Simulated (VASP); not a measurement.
# Rb2BaS2 (P-3m1) in VASP: a series of runs

Rb2BaS2 is run at these levels: PBE, LDA; tasks: single point.

All numbers are computed with VASP 6.6.1; they aren't measurements. Logs are shortened: lines on timing, memory, paths and dates and some standing lists are left out, and cuts for length are marked.

### Step 1. The cell of the first run

Symmetry: P-3m1, No. 164, trigonal system. The conventional cell has a = 4.938 Å, b = 4.938 Å, c = 8.624 Å, α = 90.00°, β = 90.00°, γ = 120.00°. Rb (site symmetry 3m) has 4 S at 3.18 to 3.81 Å and 3 Rb at 3.73 Å and 3 Ba at 4.22 Å within 4.3 Å. Ba (site symmetry -3m) has 6 S at 3.32 Å and 6 Rb at 4.22 Å within 4.4 Å. S (site symmetry 3m) has 4 Rb at 3.18 to 3.81 Å and 3 Ba at 3.32 Å within 4.2 Å.

### Step 2. Single point, PBE

POSCAR

```
Rb2BaS2
1.0
    4.9375118257      0.0000000000      0.0000000000
   -2.4687559129      4.2760106726      0.0000000000
    0.0000000000      0.0000000000      8.6244044963
Rb Ba S
2 1 2
Direct
    0.6666666667      0.3333333333      0.3604235188
    0.3333333333      0.6666666667      0.6395764812
    0.0000000000      0.0000000000      0.0000000000
    0.6666666667      0.3333333333      0.8020654664
    0.3333333333      0.6666666667      0.1979345336
```

INCAR.step1

```
SYSTEM = Rb2BaS2
PREC = Accurate ; ENCUT = 520
EDIFF = 1E-7 ; ISMEAR = 0
SIGMA = 0.02 ; LREAL = .FALSE.
LASPH = .TRUE. ; NELM = 80
ALGO = Normal ; ISIF = 2
LWAVE = .FALSE. ; LCHARG = .TRUE.
GGA = PE ; NBANDS = 28
```

KPOINTS.step1

```
regular mesh
0
G
  6 6 4
  0 0 0
```

INCAR.step2

```
SYSTEM = Rb2BaS2
PREC = Accurate ; ENCUT = 520
EDIFF = 1E-7 ; ISMEAR = -5
SIGMA = 0.02 ; LREAL = .FALSE.
LASPH = .TRUE. ; NELM = 80
ALGO = Normal ; ISIF = 2
LWAVE = .FALSE. ; LCHARG = .FALSE.
GGA = PE ; LORBIT = 11
NBANDS = 28 ; NEDOS = 2001
ICHARG = 11
```

KPOINTS.step2

```
regular mesh
0
G
  9 9 6
  0 0 0
```

Potentials or basis: VASP PAW PBE potentials, release 64 (Rb_sv, Ba_sv, S).

Launch:

```
$ cat potpaw_PBE.64/Rb_sv/POTCAR potpaw_PBE.64/Ba_sv/POTCAR potpaw_PBE.64/S/POTCAR > POTCAR
$ cp INCAR.step1 INCAR
$ cp KPOINTS.step1 KPOINTS
$ mpirun -np 1 vasp_std > vasp.out
$ cp INCAR.step2 INCAR
$ cp KPOINTS.step2 KPOINTS
$ mpirun -np 1 vasp_std > vasp.out
```

OUTCAR:

```text
SYSTEM = Rb2BaS2
   PREC = Accurate
   ENCUT = 520
   EDIFF = 1E-7
   ISMEAR = -5
   LREAL = .FALSE.
   LASPH = .TRUE.
   NELM = 80
   ISIF = 2
   GGA = PE
   LORBIT = 11
   ICHARG = 11

 ion  position               nearest neighbor table
   1  0.667  0.333  0.360-   5 3.18   5 3.18   5 3.18   2 3.73   2 3.73   2 3.73   4 3.81   3 4.22
                             3 4.22   3 4.22
   2  0.333  0.667  0.640-   4 3.18   4 3.18   4 3.18   1 3.73   1 3.73   1 3.73   5 3.81   3 4.22
                             3 4.22   3 4.22
   3  0.000  0.000  0.000-   4 3.32   5 3.32   4 3.32   5 3.32   4 3.32   5 3.32   1 4.22   2 4.22
                             2 4.22   1 4.22   1 4.22   2 4.22
   4  0.667  0.333  0.802-   2 3.18   2 3.18   2 3.18   3 3.32   3 3.32   3 3.32   1 3.81
   5  0.333  0.667  0.198-   1 3.18   1 3.18   1 3.18   3 3.32   3 3.32   3 3.32   2 3.81

  LATTYP: Found a hexagonal cell.
 ALAT       =     4.9375118257
 C/A-ratio  =     1.7467106512

  Lattice vectors:

 A1 = (   4.9375118257,   0.0000000000,   0.0000000000)
 A2 = (  -2.4687559129,   4.2760106726,   0.0000000000)
 A3 = (   0.0000000000,   0.0000000000,   8.6244044963)

Analysis of symmetry for initial positions (statically):
=====================================================================
 Subroutine PRICEL returns:
 Original cell was already a primitive cell.

 Routine SETGRP: Setting up the symmetry group for a
 hexagonal supercell.

 Subroutine GETGRP returns: Found 12 space group operations
 (whereof 12 operations were pure point group operations)
 out of a pool of 24 trial point group operations.

The static configuration has the point symmetry D_3d.

Analysis of symmetry for dynamics (positions and initial velocities):
=====================================================================
 Subroutine PRICEL returns:
 Original cell was already a primitive cell.

 Routine SETGRP: Setting up the symmetry group for a
 hexagonal supercell.

 Subroutine GETGRP returns: Found 12 space group operations
 (whereof 12 operations were pure point group operations)
 out of a pool of 24 trial point group operations.

The dynamic configuration has the point symmetry D_3d.

 Subroutine INISYM returns: Found 12 space group operations
 (whereof 12 operations are pure point group operations),
 and found     1 'primitive' translations

----------------------------------------------------------------------------------------

                                     Primitive cell

  volume of cell :     182.0858

  direct lattice vectors                    reciprocal lattice vectors
     4.937511826  0.000000000  0.000000000     0.202531160  0.116931420  0.000000000
    -2.468755913  4.276010673  0.000000000     0.000000000  0.233862840  0.000000000
     0.000000000  0.000000000  8.624404496     0.000000000  0.000000000  0.115950035

  length of vectors
     4.937511826  4.937511826  8.624404496     0.233862840  0.233862840  0.115950035

  position of ions in fractional coordinates (direct lattice)
     0.666666667  0.333333333  0.360423519
     0.333333333  0.666666667  0.639576481
     0.000000000  0.000000000  0.000000000
     0.666666667  0.333333333  0.802065466
     0.333333333  0.666666667  0.197934534

  ion indices of the primitive-cell ions
   primitive index   ion index
                 1           1
                 2           2
                 3           3
                 4           4
                 5           5

----------------------------------------------------------------------------------------

 KPOINTS: regular mesh

Automatic generation of k-mesh.
 Grid dimensions read from file:
 generate k-points for:    9    9    6

 Generating k-lattice:

  Cartesian coordinates                     Fractional coordinates (reciprocal lattice)
     0.022503462  0.012992380  0.000000000     0.111111111  0.000000000  0.000000000
     0.000000000  0.025984760  0.000000000     0.000000000  0.111111111  0.000000000
     0.000000000  0.000000000  0.019325006     0.000000000  0.000000000  0.166666667

  Length of vectors
     0.025984760  0.025984760  0.019325006

  Shift w.r.t. Gamma in fractional coordinates (k-lattice)
     0.000000000  0.000000000  0.000000000

 TETIRR: Found    674 inequivalent tetrahedra from     2916

 Subroutine IBZKPT returns following result:
 ===========================================

 Found     62 irreducible k-points:

 Following reciprocal coordinates:
            Coordinates               Weight
  0.000000  0.000000  0.000000      1.000000
  0.111111  0.000000  0.000000      6.000000
  0.222222 -0.000000  0.000000      6.000000
  0.333333  0.000000  0.000000      6.000000
  0.444444 -0.000000  0.000000      6.000000
  0.111111  0.111111  0.000000      6.000000
[... 16 lines left out ...]
  0.222222  0.111111  0.166667     12.000000
 -0.111111  0.333333  0.166667     12.000000
 [... further k-points ...]
   k-points           NKPTS =     62   k-points in BZ     NKDIM =     62   number of bands    NBANDS=     28
   number of dos      NEDOS =   2001   number of ions     NIONS =      5
   total plane-waves  NPLWV = 102400
   dimension x,y,z NGX =    40 NGY =   40 NGZ =   64
   dimension x,y,z NGXF=    80 NGYF=   80 NGZF=  128
   ions per type =               2   1   2
   NGX,Y,Z   is equivalent  to a cutoff of  13.47, 13.47, 12.34 a.u.
   NGXF,Y,Z  is equivalent  to a cutoff of  26.94, 26.94, 24.67 a.u.
 SYSTEM =  Rb2BaS2
   PREC   = accura    normal or accurate (medium, high low for compatibility)
   ISTART =      0    job   : 0-new  1-cont  2-samecut
   ICHARG =     11    charge: 1-file 2-atom 10-const
   ISPIN  =      1    spin polarized calculation?
   LNONCOLLINEAR =      F non collinear calculations
   LSORBIT =      F    spin-orbit coupling
   LASPH  =      T    aspherical Exc in radial PAW
   ENCUT  =  520.0 eV  38.22 Ry    6.18 a.u.   9.18  9.18 16.04*2*pi/ulx,y,z
   NELM   =     80;   NELMIN=  2; NELMDL=  0     # of ELM steps
   EDIFF  = 0.1E-06   stopping-criterion for ELM
   LREAL  =      F    real-space projection
   EDIFFG = 0.1E-05   stopping-criterion for IOM
   NSW    =      0    number of steps for IOM
   IBRION =     -1    ionic relax: 0-MD 1-quasi-New 2-CG
   NFREE  =      0    steps in history (QN), initial steepest desc. (CG)
   ISIF   =      2    stress and relaxation
   ISYM   =      2    0-nonsym 1-usesym 2-fastsym
   POTIM  = 0.5000    time-step for ionic-motion
   TEBEG  =    0.0;   TEEND  =   0.0 temperature during run
   PSTRESS=    0.0 pullay stress
   NELECT =      40.0000    total number of electrons
   NUPDOWN=      -1.0000    fix difference up-down
   EMIN   =  10.00;   EMAX   =-10.00  energy-range for DOS
   EFERMI =   0.00;   METHOD = LEGACY
   ISMEAR =    -5;   SIGMA  =   0.02  broadening in eV -4-tet -1-fermi 0-gaus
   EFERMI_NEDOS =   21; number of points for ismear=-14 and -15
   IALGO  =     38    algorithm
   IMIX   =      4    mixing-type and parameters
     AMIX     =   0.40;   BMIX     =  1.00
     AMIX_MAG =   1.60;   BMIX_MAG =  1.00
  volume/ion in A,a.u.               =      36.42       245.76
  Fermi-wavevector in a.u.,A,eV,Ry     =   0.987801  1.866673 13.275897  0.975751
  Thomas-Fermi vector in A             =   2.119281
   LORBIT       =     11    0 simple, 1 ext, 2 COOP (PROOUT), +10 PAW based schemes
   GGA     = PE    functional components
   LHFCALC =     F    Hartree Fock is set to
   AEXX    =    0.0000 exact exchange contribution
   IVDW    =     0    specifies the selected vdW correction
   LEPSILON=     F    determine dielectric tensor
   LRPA    =     F    only Hartree local field effects (RPA)
 non-spin polarized calculation
 Fermi weights with tetrahedron method with Bloechl corrections
  energy-cutoff  :      520.00
  volume of cell :      182.09
 maximum number of plane-waves:      4926
 NGX is ok and might be reduce to    40

 number of electron      40.0000001 magnetization

 Free energy of the ion-electron system (eV)
  ---------------------------------------------------
  ext. energy  EPLUGINS =         0.00000000
  ---------------------------------------------------
  free energy    TOTEN  =       -18.80594583 eV

  energy without entropy =      -18.80594583  energy(sigma->0) =      -18.80594583

 E-fermi :   0.5558     XC(G=0):  -7.7828

 val. band max:        0.5540644048   @ k =   0.2222   0.1111   0.5000
 cond. band min:       2.8430779176   @ k =   0.0000   0.0000   0.0000
 fundamental gap:      2.2890135128
 Fermi energy:         0.5558429180

 k-point     1 :       0.0000    0.0000    0.0000
  band No.  band energies     occupation
      1     -25.8287      2.00000
      2     -25.6978      2.00000
      3     -25.6094      2.00000
      4     -11.3480      2.00000
      5     -10.9238      2.00000
      6     -10.9238      2.00000
[... 20 lines left out ...]
     27       6.5340      0.00000
     28       6.6403      0.00000

 k-point     2 :       0.1111    0.0000    0.0000
  band No.  band energies     occupation
      1     -25.8272      2.00000
      2     -25.6952      2.00000
      3     -25.6113      2.00000
      4     -11.3323      2.00000
      5     -10.9828      2.00000
      6     -10.9295      2.00000
[... 20 lines left out ...]
     27       6.2129      0.00000
     28       6.5487      0.00000

 k-point     3 :       0.2222   -0.0000    0.0000
  band No.  band energies     occupation
      1     -25.8235      2.00000
      2     -25.6879      2.00000
      3     -25.6168      2.00000
      4     -11.2922      2.00000
      5     -11.1068      2.00000
      6     -10.9439      2.00000
[... 616 lines left out ...]
      3     -25.6219      2.00000
      4     -11.2521      2.00000
      5     -11.1808      2.00000
      6     -10.9701      2.00000
[... 20 lines left out ...]
     27       6.3558      0.00000
     28       6.8338      0.00000

 k-point    24 :      -0.1111    0.3333    0.1667
  band No.  band energies     occupation
      1     -25.8206      2.00000
      2     -25.6817      2.00000
      3     -25.6218      2.00000
      4     -11.2636      2.00000
      5     -11.1737      2.00000
      6     -10.9702      2.00000
[... 20 lines left out ...]
     27       6.4384      0.00000
     28       6.8119      0.00000

 [... further k-points ...]

------------------------ aborting loop because EDIFF is reached ----------------------------------------

  FORCE on cell =-STRESS in cart. coord.  units (eV):
  Direction    XX          YY          ZZ          XY          YZ          ZX
  --------------------------------------------------------------------------------------
  -------------------------------------------------------------------------------------
  Total        0.2166963      0.2166963      0.2051740     -0.0000000      0.0000000      0.0000000
  in kB        1.9067157      1.9067157      1.8053310     -0.0000000      0.0000000      0.0000000
  external PRESSURE =       1.8729208 kB  Pullay stress =       0.0000000 kB

 VOLUME and BASIS-vectors are now :
 -----------------------------------------------------------------------------
  energy-cutoff  :      520.00
  volume of cell :      182.09
      direct lattice vectors                 reciprocal lattice vectors
     4.937511826  0.000000000  0.000000000     0.202531160  0.116931420  0.000000000
    -2.468755913  4.276010673  0.000000000     0.000000000  0.233862840  0.000000000
     0.000000000  0.000000000  8.624404496     0.000000000  0.000000000  0.115950035

 POSITION                                       TOTAL-FORCE (eV/Angst)
 -----------------------------------------------------------------------------------
      2.46876      1.42534      3.10844         0.000000     -0.000000      0.014032
     -0.00000      2.85067      5.51597        -0.000000      0.000000     -0.014032
      0.00000      0.00000      0.00000         0.000000      0.000000      0.000000
      2.46876      1.42534      6.91734        -0.000000      0.000000     -0.037558
     -0.00000      2.85067      1.70707        -0.000000      0.000000      0.037558
 -----------------------------------------------------------------------------------
    total drift:                               -0.000000      0.000000     -0.000000

  FREE ENERGIE OF THE ION-ELECTRON SYSTEM (eV)
  ---------------------------------------------------
  free  energy   TOTEN  =       -18.8059458288 eV

  energy  without entropy=      -18.8059458288  energy(sigma->0) =      -18.80594583

 total charge

# of ion       s       p       d       tot
------------------------------------------
    1        1.951   5.335   0.044   7.330
    2        1.951   5.335   0.044   7.330
    3        2.006   5.611   0.230   7.848
    4        1.320   2.399   0.000   3.719
    5        1.320   2.399   0.000   3.719
--------------------------------------------------
tot          8.548  21.079   0.317  29.944
```

It took 9.9 min on 1 thread of Intel Xeon 8259CL, shared host; peak memory 0.49 GiB.

What came out:

* Valence electrons inside the program's atomic spheres: Rb 7.33; Ba 7.85; S 3.72

Levels at points of the mesh, in eV from the valence-band top:
```
           k point  band 18  band 19  band 20  band 21  band 22  band 23
(0.00, 0.00, 0.00)    -0.20    -0.14    -0.14     2.29     4.04     4.04
(0.00, 0.00, 0.50)    -0.48    -0.06    -0.06     3.20     3.76     4.25
```

Caveat: spin-orbit coupling is left out, which moves the levels of the heavy elements.

(Continued in part 2 of 2.)
